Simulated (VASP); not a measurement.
# BP (F-43m) in VASP: a series of runs

Aim: see how the results for BP move with the level of theory and the settings. Levels: PBE, r2SCAN, HSE06, PBE0. Tasks: single point.

Everything below comes from runs of VASP 6.6.1. Logs are shortened: lines on timing, memory, paths and dates and some standing lists are left out, and cuts for length are marked.

## 1. The cell of the first run

Symmetry: F-43m, No. 216, cubic system. The conventional cell has a = 4.537 Å, b = 4.537 Å, c = 4.537 Å, α = 90.00°, β = 90.00°, γ = 90.00°. Within 2.6 Å of B (site symmetry -43m) lie 4 P at 1.96 Å. P (site symmetry -43m) has 4 B at 1.96 Å within 2.6 Å.

## 2. Single point, PBE

INCAR reads:

```
SYSTEM = BP
  PREC = Accurate
  ENCUT = 520
  EDIFF = 1E-7
  ISMEAR = 0
  SIGMA = 0.01
  LREAL = .FALSE.
  LASPH = .TRUE.
  NELM = 100
  ALGO = Normal
  ISIF = 2
  LWAVE = .FALSE.
  LCHARG = .FALSE.
  GGA = PE
  NBANDS = 11
```

KPOINTS reads:

```
regular mesh
0
G
  6 6 6
  0 0 0
```

POSCAR reads:

```
BP
1.0
    0.0000000000      2.2683158654      2.2683158654
    2.2683158654      0.0000000000      2.2683158654
    2.2683158654      2.2683158654      0.0000000000
B P
1 1
Direct
    0.0000000000      0.0000000000      0.0000000000
    0.2500000000      0.2500000000      0.2500000000
```

Potentials or basis: VASP PAW PBE potentials, release 64 (B, P).

The run is started by

```console
$ cat potpaw_PBE.64/B/POTCAR potpaw_PBE.64/P/POTCAR > POTCAR
$ mpirun -np 1 vasp_std > vasp.out
```

OUTCAR:

```text
SYSTEM = BP
   PREC = Accurate
   ENCUT = 520
   EDIFF = 1E-7
   ISMEAR = 0
   LREAL = .FALSE.
   LASPH = .TRUE.
   NELM = 100
   ISIF = 2
   GGA = PE

 ion  position               nearest neighbor table
   1  0.000  0.000  0.000-   2 1.96   2 1.96   2 1.96   2 1.96
   2  0.250  0.250  0.250-   1 1.96   1 1.96   1 1.96   1 1.96

  LATTYP: Found a face centered cubic cell.
 ALAT       =     4.5366317308

  Lattice vectors:

 A1 = (   0.0000000000,   2.2683158654,   2.2683158654)
 A2 = (   2.2683158654,   0.0000000000,   2.2683158654)
 A3 = (   2.2683158654,   2.2683158654,   0.0000000000)

Analysis of symmetry for initial positions (statically):
=====================================================================
 Subroutine PRICEL returns:
 Original cell was already a primitive cell.

 Routine SETGRP: Setting up the symmetry group for a
 face centered cubic supercell.

 Subroutine GETGRP returns: Found 24 space group operations
 (whereof 24 operations were pure point group operations)
 out of a pool of 48 trial point group operations.

The static configuration has the point symmetry T_d .

Analysis of symmetry for dynamics (positions and initial velocities):
=====================================================================
 Subroutine PRICEL returns:
 Original cell was already a primitive cell.

 Routine SETGRP: Setting up the symmetry group for a
 face centered cubic supercell.

 Subroutine GETGRP returns: Found 24 space group operations
 (whereof 24 operations were pure point group operations)
 out of a pool of 48 trial point group operations.

The dynamic configuration has the point symmetry T_d .

 Subroutine INISYM returns: Found 24 space group operations
 (whereof 24 operations are pure point group operations),
 and found     1 'primitive' translations

----------------------------------------------------------------------------------------

                                     Primitive cell

  volume of cell :      23.3421

  direct lattice vectors                    reciprocal lattice vectors
     0.000000000  2.268315865  2.268315865    -0.220427855  0.220427855  0.220427855
     2.268315865  0.000000000  2.268315865     0.220427855 -0.220427855  0.220427855
     2.268315865  2.268315865  0.000000000     0.220427855  0.220427855 -0.220427855

  length of vectors
     3.207883061  3.207883061  3.207883061     0.381792244  0.381792244  0.381792244

  position of ions in fractional coordinates (direct lattice)
     0.000000000  0.000000000  0.000000000
     0.250000000  0.250000000  0.250000000

  ion indices of the primitive-cell ions
   primitive index   ion index
                 1           1
                 2           2

----------------------------------------------------------------------------------------

 KPOINTS: regular mesh

Automatic generation of k-mesh.
 Grid dimensions read from file:
 generate k-points for:    6    6    6

 Generating k-lattice:

  Cartesian coordinates                     Fractional coordinates (reciprocal lattice)
    -0.036737976  0.036737976  0.036737976     0.166666667  0.000000000  0.000000000
     0.036737976 -0.036737976  0.036737976     0.000000000  0.166666667  0.000000000
     0.036737976  0.036737976 -0.036737976     0.000000000  0.000000000  0.166666667

  Length of vectors
     0.063632041  0.063632041  0.063632041

  Shift w.r.t. Gamma in fractional coordinates (k-lattice)
     0.000000000  0.000000000  0.000000000

 Subroutine IBZKPT returns following result:
 ===========================================

 Found     16 irreducible k-points:

 Following reciprocal coordinates:
            Coordinates               Weight
  0.000000  0.000000  0.000000      1.000000
  0.166667  0.000000  0.000000      8.000000
  0.333333  0.000000  0.000000      8.000000
  0.500000  0.000000  0.000000      4.000000
  0.166667  0.166667  0.000000      6.000000
  0.333333  0.166667  0.000000     24.000000
[... 8 lines left out ...]
 -0.333333  0.333333  0.166667     24.000000
 -0.333333  0.500000  0.166667     12.000000
   k-points           NKPTS =     16   k-points in BZ     NKDIM =     16   number of bands    NBANDS=     11
   number of dos      NEDOS =    301   number of ions     NIONS =      2
   total plane-waves  NPLWV =  13824
   dimension x,y,z NGX =    24 NGY =   24 NGZ =   24
   dimension x,y,z NGXF=    48 NGYF=   48 NGZF=   48
   ions per type =               1   1
   NGX,Y,Z   is equivalent  to a cutoff of  12.44, 12.44, 12.44 a.u.
   NGXF,Y,Z  is equivalent  to a cutoff of  24.88, 24.88, 24.88 a.u.
 SYSTEM =  BP
   PREC   = accura    normal or accurate (medium, high low for compatibility)
   ISTART =      0    job   : 0-new  1-cont  2-samecut
   ICHARG =      2    charge: 1-file 2-atom 10-const
   ISPIN  =      1    spin polarized calculation?
   LNONCOLLINEAR =      F non collinear calculations
   LSORBIT =      F    spin-orbit coupling
   LASPH  =      T    aspherical Exc in radial PAW
   ENCUT  =  520.0 eV  38.22 Ry    6.18 a.u.   5.96  5.96  5.96*2*pi/ulx,y,z
   NELM   =    100;   NELMIN=  2; NELMDL= -5     # of ELM steps
   EDIFF  = 0.1E-06   stopping-criterion for ELM
   LREAL  =      F    real-space projection
   EDIFFG = 0.1E-05   stopping-criterion for IOM
   NSW    =      0    number of steps for IOM
   IBRION =     -1    ionic relax: 0-MD 1-quasi-New 2-CG
   NFREE  =      0    steps in history (QN), initial steepest desc. (CG)
   ISIF   =      2    stress and relaxation
   ISYM   =      2    0-nonsym 1-usesym 2-fastsym
   POTIM  = 0.5000    time-step for ionic-motion
   TEBEG  =    0.0;   TEEND  =   0.0 temperature during run
   PSTRESS=    0.0 pullay stress
   NELECT =       8.0000    total number of electrons
   NUPDOWN=      -1.0000    fix difference up-down
   EMIN   =  10.00;   EMAX   =-10.00  energy-range for DOS
   EFERMI =   0.00;   METHOD = LEGACY
   ISMEAR =     0;   SIGMA  =   0.01  broadening in eV -4-tet -1-fermi 0-gaus
   EFERMI_NEDOS =   21; number of points for ismear=-14 and -15
   IALGO  =     38    algorithm
   IMIX   =      4    mixing-type and parameters
     AMIX     =   0.40;   BMIX     =  1.00
     AMIX_MAG =   1.60;   BMIX_MAG =  1.00
  volume/ion in A,a.u.               =      11.67        78.76
  Fermi-wavevector in a.u.,A,eV,Ry     =   1.145666  2.164995 17.858330  1.312550
  Thomas-Fermi vector in A             =   2.282353
   LORBIT       =      0    0 simple, 1 ext, 2 COOP (PROOUT), +10 PAW based schemes
   GGA     = PE    functional components
   LHFCALC =     F    Hartree Fock is set to
   AEXX    =    0.0000 exact exchange contribution
   IVDW    =     0    specifies the selected vdW correction
   LEPSILON=     F    determine dielectric tensor
   LRPA    =     F    only Hartree local field effects (RPA)
 non-spin polarized calculation
 Gauss-broadening in eV      SIGMA  =   0.01
  energy-cutoff  :      520.00
  volume of cell :       23.34
 maximum number of plane-waves:       636
   NGX = 11   NGY = 11   NGZ = 11

 number of electron       8.0000000 magnetization

 Free energy of the ion-electron system (eV)
  ---------------------------------------------------
  ext. energy  EPLUGINS =         0.00000000
  ---------------------------------------------------
  free energy    TOTEN  =       -12.91318174 eV

  energy without entropy =      -12.91318174  energy(sigma->0) =      -12.91318174

 E-fermi :   7.5761     XC(G=0): -10.9082

 val. band max:        7.4497800945   @ k =   0.0000   0.0000   0.0000
 cond. band min:       8.7769500307   @ k =   0.5000   0.5000   0.0000
 fundamental gap:      1.3271699362
 Fermi energy:         7.5761476013

 k-point     1 :       0.0000    0.0000    0.0000
  band No.  band energies     occupation
      1      -8.0209      2.00000
      2       7.4498      2.00000
      3       7.4498      2.00000
      4       7.4498      2.00000
      5      10.8490      0.00000
      6      10.8490      0.00000
      7      10.8490      0.00000
      8      14.8380      0.00000
      9      18.9670      0.00000
     10      19.5771      0.00000
     11      19.5771      0.00000

 k-point     2 :       0.1667    0.0000    0.0000
  band No.  band energies     occupation
      1      -7.5227      2.00000
      2       4.6104      2.00000
      3       6.7837      2.00000
      4       6.7837      2.00000
      5      11.4726      0.00000
      6      11.7553      0.00000
      7      11.7553      0.00000
      8      16.1222      0.00000
      9      18.3891      0.00000
     10      18.3891      0.00000
     11      20.2077      0.00000

 k-point     3 :       0.3333    0.0000    0.0000
  band No.  band energies     occupation
      1      -6.1043      2.00000
      2       0.7128      2.00000
      3       5.9799      2.00000
      4       5.9799      2.00000
      5      11.3518      0.00000
      6      12.3067      0.00000
      7      12.3067      0.00000
      8      17.5615      0.00000
      9      19.3413      0.00000
     10      19.3413      0.00000
     11      20.8859      0.00000

 k-point     4 :       0.5000    0.0000    0.0000
  band No.  band energies     occupation
      1      -4.6933      2.00000
      2      -1.5922      2.00000
      3       5.6903      2.00000
      4       5.6903      2.00000
      5      11.2353      0.00000
      6      12.1607      0.00000
      7      12.1607      0.00000
      8      17.5776      0.00000
      9      22.0787      0.00000
     10      22.0787      0.00000
     11      22.2876      0.00000

 k-point     5 :       0.1667    0.1667    0.0000
  band No.  band energies     occupation
      1      -7.3555      2.00000
      2       5.5127      2.00000
      3       5.7149      2.00000
      4       5.7149      2.00000
      5       9.8881      0.00000
      6      13.3124      0.00000
      7      13.3124      0.00000
      8      14.3523      0.00000
      9      18.1084      0.00000
     10      20.2963      0.00000
     11      20.9642      0.00000
[... 99 lines left out ...]
 k-point    13 :       0.5000    0.5000    0.0000
  band No.  band energies     occupation
      1      -3.1613      2.00000
      2      -1.1392      2.00000
      3       3.3304      2.00000
      4       3.3304      2.00000
      5       8.7770      0.00000
      6       9.1050      0.00000
      7      19.5813      0.00000
      8      19.5813      0.00000
      9      22.6932      0.00000
     10      24.2096      0.00000
     11      25.4464      0.00000

 k-point    14 :       0.5000    0.3333    0.1667
  band No.  band energies     occupation
      1      -4.8804      2.00000
      2       0.9197      2.00000
      3       2.4380      2.00000
      4       4.1817      2.00000
      5      11.4563      0.00000
      6      12.9894      0.00000
      7      13.9261      0.00000
      8      16.9715      0.00000
      9      20.1722      0.00000
     10      21.0216      0.00000
     11      25.1673      0.00000

 k-point    15 :      -0.3333    0.3333    0.1667
  band No.  band energies     occupation
      1      -3.5758      2.00000
      2      -0.6731      2.00000
      3       1.9431      2.00000
      4       3.4695      2.00000
      5      11.9618      0.00000
      6      13.1571      0.00000
      7      16.0622      0.00000
      8      16.6206      0.00000
      9      17.9454      0.00000
     10      22.2850      0.00000
     11      25.0112      0.00000

 k-point    16 :      -0.3333    0.5000    0.1667
  band No.  band energies     occupation
      1      -2.9614      2.00000
      2      -0.7792      2.00000
      3       2.1427      2.00000
      4       2.2663      2.00000
      5      11.2803      0.00000
      6      11.8993      0.00000
      7      16.5808      0.00000
      8      17.2357      0.00000
      9      20.3986      0.00000
     10      23.6540      0.00000
     11      23.9374      0.00000

------------------------ aborting loop because EDIFF is reached ----------------------------------------

  FORCE on cell =-STRESS in cart. coord.  units (eV):
  Direction    XX          YY          ZZ          XY          YZ          ZX
  --------------------------------------------------------------------------------------
  -------------------------------------------------------------------------------------
  Total        0.1719937      0.1719937      0.1719937     -0.0000000      0.0000000     -0.0000000
  in kB       11.8054523     11.8054523     11.8054523     -0.0000000      0.0000000     -0.0000000
  external PRESSURE =      11.8054523 kB  Pullay stress =       0.0000000 kB

 VOLUME and BASIS-vectors are now :
 -----------------------------------------------------------------------------
  energy-cutoff  :      520.00
  volume of cell :       23.34
      direct lattice vectors                 reciprocal lattice vectors
     0.000000000  2.268315865  2.268315865    -0.220427855  0.220427855  0.220427855
     2.268315865  0.000000000  2.268315865     0.220427855 -0.220427855  0.220427855
     2.268315865  2.268315865  0.000000000     0.220427855  0.220427855 -0.220427855

 POSITION                                       TOTAL-FORCE (eV/Angst)
 -----------------------------------------------------------------------------------
      0.00000      0.00000      0.00000         0.000000     -0.000000      0.000000
      1.13416      1.13416      1.13416        -0.000000      0.000000     -0.000000
 -----------------------------------------------------------------------------------
    total drift:                                0.000000      0.000000      0.000000

  FREE ENERGIE OF THE ION-ELECTRON SYSTEM (eV)
  ---------------------------------------------------
  free  energy   TOTEN  =       -12.9131817446 eV

  energy  without entropy=      -12.9131817446  energy(sigma->0) =      -12.91318174
```

Wall time 2 s (1 thread of Intel Xeon 6975P-C (Granite Rapids), shared host); peak memory 0.13 GiB.

What came out:

* Free energy: -12.9132 eV
* Pressure: 1.2 GPa
* Band gap on the k mesh: 1.33 eV, indirect (least direct gap 3.40 eV)

A k mesh can miss the band edges. As with any semilocal functional, this PBE gap is likely too small.

## 3. Single point, PBE

INCAR reads:

```
ALGO = Normal ; EDIFF = 1E-6
ENCUT = 520 ; GGA = PE
ISIF = 2 ; ISMEAR = 0
LASPH = T ; LCHARG = F
LREAL = F ; LWAVE = F
NBANDS = 11 ; NELM = 60
PREC = Accurate ; SIGMA = 0.01
```

KPOINTS reads:

```
k-points
0
Gamma
  6 6 6
```

POSCAR is that of step 2.

Potentials or basis: VASP PAW PBE potentials, release 64 (B, P).

The run is started by

```console
$ cat potpaw_PBE.64/B/POTCAR potpaw_PBE.64/P/POTCAR > POTCAR
$ mpirun -np 1 vasp_std > vasp.out
```

Wall time 1.9 s (1 thread of Intel Xeon 6975P-C (Granite Rapids), shared host); peak memory 0.12 GiB.

It converged, with:

```yaml
Free_energy: -12.9132 eV
Pressure: 1.2 GPa
Band_gap_on_the_k_mesh: 1.33 eV, indirect (least direct gap 3.40 eV)
```

Levels at points of the mesh, in eV from the valence-band top:
```tsv
k point	band 1	band 2	band 3	band 4	band 5	band 6	band 7	band 8	band 9
(0.00, 0.00, 0.00)	-15.47	0.00	0.00	0.00	3.40	3.40	3.40	7.39	11.52
(0.50, 0.00, 0.00)	-12.14	-9.04	-1.76	-1.76	3.79	4.71	4.71	10.13	14.63
(0.50, 0.50, 0.00)	-10.61	-8.59	-4.12	-4.12	1.33	1.66	12.13	12.13	15.24
```

A k mesh can miss the band edges. As with any semilocal functional, this PBE gap is likely too small.

## 4. Single point, r2SCAN

POSCAR is that of step 3.

INCAR.step1 reads:

```
PREC = Accurate ; ENCUT = 520
ISMEAR = 0 ; SIGMA = 0.01
LREAL = False ; LASPH = True
NELM = 60 ; NBANDS = 11
GGA = PE ; ALGO = Normal
EDIFF = 1E-4 ; LWAVE = True
LCHARG = False
```

INCAR.step2 reads:

```
PREC = Accurate ; ENCUT = 520
EDIFF = 1E-7 ; ISMEAR = 0
SIGMA = 0.01 ; LREAL = False
LASPH = True ; NELM = 60
ALGO = Normal ; ISIF = 2
LWAVE = False ; LCHARG = False
METAGGA = R2SCAN ; LMIXTAU = True
NBANDS = 11 ; ISTART = 1
```

KPOINTS reads:

```
regular mesh
0
Gamma
  6 6 6
```

The run is started by

```console
$ cat potpaw_PBE.64/B/POTCAR potpaw_PBE.64/P/POTCAR > POTCAR
$ cp INCAR.step1 INCAR
$ mpirun -np 1 vasp_std > vasp.out
$ cp INCAR.step2 INCAR
$ mpirun -np 1 vasp_std > vasp.out
```

Wall time 8.2 s (1 thread of Intel Xeon 6975P-C (Granite Rapids), shared host); peak memory 0.13 GiB.

The run converged. Its results:

| Item | Value |
| --- | --- |
| Free energy | -17.2945 eV |
| Pressure | -0.4 GPa |
| Band gap on the k mesh | 1.54 eV, indirect (least direct gap 3.64 eV) |

Levels at points of the mesh, in eV from the valence-band top:
```
           k point  band 2  band 3  band 4  band 5  band 6  band 7
(0.00, 0.00, 0.00)    0.00    0.00    0.00    3.64    3.64    3.64
(0.50, 0.00, 0.00)   -9.51   -1.87   -1.87    4.14    5.03    5.03
(0.50, 0.50, 0.00)   -9.13   -4.35   -4.35    1.54    1.91   13.07
```

Caveat: the PAW data sets were made with another functional, which shifts forces and pressure a little. A k mesh can miss the band edges.

(Continued in part 2 of 2.)
